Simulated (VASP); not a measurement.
A run of VASP 6.6.1:

INCAR

```
SYSTEM = Si16N
  ALGO = Normal
  EDIFF = 1E-6
  ENCUT = 520
  GGA = PS
  ISIF = 2
  ISMEAR = 0
  ISPIN = 2
  LASPH = .TRUE.
  LCHARG = .FALSE.
  LORBIT = 11
  LREAL = Auto
  LWAVE = .FALSE.
  MAGMOM = 0 0 0 0 0 0 0 0 0 0 0 0 0 0 0 0 0
  NBANDS = 52
  NELM = 150
  PREC = Accurate
  SIGMA = 0.02
```

File KPOINTS:

```
k-points
0
G
  2 2 2
  0 0 0
```

Contents of POSCAR:

```
Si16N
1.0
    0.0000000000      5.4300000000      5.4300000000
    5.4300000000      0.0000000000      5.4300000000
    5.4300000000      5.4300000000      0.0000000000
Si N
16 1
Direct
    0.0060724678     -0.0413883057      0.0482606814
    0.1427900552      0.0933513812      0.1525204420
    0.0146385820     -0.0263855433      0.5270225599
    0.1179531308      0.1037533149      0.6688267956
    0.0044207182      0.4665698895      0.0066813076
    0.1263676796      0.5950461326      0.1297056169
    0.0171045120      0.4753695212      0.5023728361
    0.1372169429      0.5998593002      0.6335681400
    0.5123208103     -0.0168434622      0.0054941068
    0.5556683241      0.1744215470      0.1265550645
    0.5057827808     -0.0074234807      0.5007860958
    0.6381338858      0.1026322284      0.6349337017
    0.4900024862      0.5358733886     -0.0341201657
    0.6313420810      0.6089665746      0.1235686004
    0.5117985267      0.4758764273      0.4973145488
    0.6420300184      0.6191209945      0.5972001842
    0.7598158379      1.0557797422      0.2293511971
```

Potentials or basis: VASP PAW PBE potentials, release 64 (Si, N).

Command:

```sh
$ cat potpaw_PBE.64/Si/POTCAR potpaw_PBE.64/N/POTCAR > POTCAR
$ mpirun -np 1 vasp_std > vasp.out
```

Hardware: 1 thread of Intel(R) Xeon(R) 6975P-C (Granite Rapids), on a shared host.

**Question.** How long does it take, and how much memory?

**Answer.** Run time: 5.3 min on 1 thread of Intel(R) Xeon(R) 6975P-C (Granite Rapids) (shared host), peak memory 0.71 GiB. Counts: scf iterations 16, k points 8.
